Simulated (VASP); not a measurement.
Runs of VASP 6.6.1 on GaN. The structure is that of space group F-43m (No. 216), or close to it. The cells are those of the table. 

```csv
cell,gap on the mesh (eV),pressure (GPa)
"a = 3.166 Å, angles 60.0°, 2 atoms",1.85,(a)
"a = 3.208 Å, angles 60.0°, 2 atoms",1.60,1.4
"a = 3.144 Å, angles 60.0°, 2 atoms",1.99,13.7
"a = 3.122 Å, angles 60.0°, 2 atoms",2.12,18.6
"a = 3.229 Å, angles 60.0°, 2 atoms",(b),-1.9
```

Alike in all rows: task single point; level PBE; potentials or basis VASP PAW PBE potentials, release 64 (Ga_d, N); no spin polarisation; k mesh 8 × 8 × 8; cutoff (eV) 520; smearing gaussian 0.01 eV.

**Question.** Estimate the missing entries.

**Answer.** (a) 9.1; (b) 1.47.

A k mesh can miss the band edges, and the runs leave out spin-orbit coupling on Ga.
